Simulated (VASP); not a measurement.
A run of VASP 6.6.1 is set up as follows.

File INCAR:

```
ALGO = Normal
EDIFF = 1E-7
ENCUT = 520
GGA = PE
ISIF = 2
ISMEAR = 0
LASPH = True
LCHARG = False
LREAL = False
LWAVE = False
NBANDS = 16
NELM = 80
PREC = Accurate
SIGMA = 0.01
```

The input KPOINTS:

```
k-points
0
Gamma
  6 6 6
```

The input POSCAR:

```
AgCl
1.0
    3.3955880419      0.0000000000      0.0000000000
    0.0000000000      3.3955880419      0.0000000000
    0.0000000000      0.0000000000      3.3955880419
Ag Cl
1 1
Direct
    0.0000000000      0.0000000000      0.0000000000
    0.5000000000      0.5000000000      0.5000000000
```

Potentials or basis: VASP PAW PBE potentials, release 64 (Ag, Cl).

Run with:

```sh
$ cat potpaw_PBE.64/Ag/POTCAR potpaw_PBE.64/Cl/POTCAR > POTCAR
$ mpirun -np 1 vasp_std > vasp.out
```

Task: Estimate the band gap on the k mesh.

Result: 0.58 eV, indirect (least direct gap 2.19 eV).

Task: What does it give for the pressure?

Result: 1.5 GPa.

A k mesh can miss the band edges.
